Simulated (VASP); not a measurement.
Runs of VASP 6.6.1 on Rb. The structure is that of space group P6_3/mmc (No. 194), or close to it. The cells are those of the table. 

```tsv
cell	gap on the mesh (eV)	pressure (GPa)
a = 4.935, b = 4.935, c = 8.143 Å, angles 90.0, 90.0, 120.0°, 2 atoms	none	0.0
a = 2.966, b = 2.966, c = 4.695 Å, angles 90.0, 90.0, 120.0°, 2 atoms	none	46.7
a = 3.376, b = 3.376, c = 5.623 Å, angles 90.0, 90.0, 120.0°, 2 atoms	none	15.2
a = 3.098, b = 3.098, c = 5.127 Å, angles 90.0, 90.0, 120.0°, 2 atoms	none	(a)
```

Alike in all rows: task single point; level PBEsol; potentials or basis VASP PAW PBE potentials, release 64 (Rb_sv); no spin polarisation; k mesh 5 × 5 × 3; cutoff (eV) 500; smearing gaussian 0.1 eV.

Question: Fill in the values left out.

Answer: (a) 30.7.

Caveats: some runs use coarse meshes; the PAW data sets were made with another functional, which shifts forces and pressure a little.

A k mesh can miss the band edges, and the runs leave out spin-orbit coupling on Rb.

A gap of «none» marks levels without a gap at the run's occupations.
